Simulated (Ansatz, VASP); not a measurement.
# Be2ZnSe3: VASP beside Ansatz

```
Be Zn Se
1.0
     2.79718   -4.69760    0.00000
     2.79718    4.69760    0.00000
     0.00000    0.00000    4.34029
Be Zn Se
2 1 3
Direct
  0.50000 0.00000 0.50000
  0.00000 0.50000 0.50000
  0.00000 0.00000 0.00000
  0.66109 0.33891 0.00000
  0.33891 0.66109 0.00000
  0.50000 0.50000 0.50000
```

Change from the starting cell: species swapped into the LaAl2Cu3 type (Cmmm, No. 65).

Alike in both runs: task relaxation of cell and atoms; functional PBE; k mesh 4 × 4 × 4; occupations gaussian, width 0.1 eV; no spin polarisation.

```csv
,VASP,Ansatz
version,VASP 6.6.1,Ansatz 0.2.0
potentials or method,"VASP PAW PBE potentials, release 64 (Be, Zn, Se), cutoff 600 eV","scalar-relativistic, plane waves, PAW"
valence electrons in the cell,34,64
```

```tsv
	VASP	Ansatz	Ansatz less VASP
gap on the k mesh at the Fermi level, each at its own relaxed structure (eV)	none	none	-
relaxed volume (Å³/atom)	19.31	19.27	-0.049
relaxed cell length with the largest relative difference (Å)	6.398	6.380	-0.0175
```

A gap of «none» marks a metal or a gap that the smearing closes. VASP's potentials hold 34 valence electrons a cell and Ansatz's 64, so a difference there can come from the potentials and not from the codes.

The k mesh is coarse, so the values compare programs but aren't converged.
